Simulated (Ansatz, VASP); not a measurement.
# Ge: VASP beside Ansatz

INCAR

```
PREC = Accurate ; ENCUT = 520
EDIFF = 1E-8 ; ISMEAR = -1
SIGMA = 0.05 ; LREAL = F
LASPH = T ; NELM = 100
ALGO = Normal ; ISIF = 2
LWAVE = F ; LCHARG = F
GGA = PE ; LEFG = T
NBANDS = 36
```

The input KPOINTS:

```
Automatic mesh
0
Gamma
  11 11 6
```

File POSCAR:

```
Ge
1.0
    3.8776582678      0.0000000000      0.0000000000
   -1.9388291339      3.3581505672      0.0000000000
    0.0000000000      0.0000000000      6.5993779500
Ge
4
Direct
    0.6666666667      0.3333333333      0.0629012500
    0.3333333333      0.6666666667      0.5629012500
    0.6666666667      0.3333333333      0.4370987500
    0.3333333333      0.6666666667      0.9370987500
```

Input for Ansatz:

```yaml
crystal:
  lattice:
    - [3.8776582678, 0.0, 0.0]
    - [-1.9388291339, 3.3581505672, 0.0]
    - [0.0, 0.0, 6.59937795]
  atoms:
    - { symbol: Ge, position: [0.6666666667, 0.3333333333, 0.06290125] }
    - { symbol: Ge, position: [0.3333333333, 0.6666666667, 0.56290125] }
    - { symbol: Ge, position: [0.6666666667, 0.3333333333, 0.43709875] }
    - { symbol: Ge, position: [0.3333333333, 0.6666666667, 0.93709875] }
kpoints:
  mp_grid: { grid: [11, 11, 6] }
scf:
  occupations: { method: fermi_dirac, width: 0.05 }
hamiltonian:
  xc: pbe
  pseudopotentials: { kind: all_electron, datasets: crystal }
output:
  forces: true
  stress: true
  eigenvalues: true
  efg: { contact_densities: true }
```

Change from the starting cell: equal xx and yy strain of -3 %, crystal datasets.

Alike in both runs: task electric field gradients; functional PBE; k mesh 11 × 11 × 6; occupations fermi-dirac, width 0.05 eV; no spin polarisation.

```csv
,VASP,Ansatz
version,VASP 6.6.1,Ansatz 0.2.0
potentials or method,"VASP PAW PBE potentials, release 64 (Ge_d), cutoff 520 eV","all-electron PAW with datasets made for the crystal, scalar-relativistic"
```

|  | VASP | Ansatz | Ansatz less VASP |
| --- | --- | --- | --- |
| pressure (GPa) | 8.0 | 8.1 | +0.06 |
| traceless stress, the component that is largest in VASP (GPa) | -4.25 | -4.26 | -0.003 |
| rms of the force components (eV/Å) | 0.219 | 0.221 | +0.0019 |
| size of Vzz on the site where it differs most (V/Å²) | 29.6 | 29.5 | -0.14 |

Atom by atom the forces differ by 0.002 eV/Å (rms over components). Ansatz ran all-electron here, and VASP with PAW potentials.
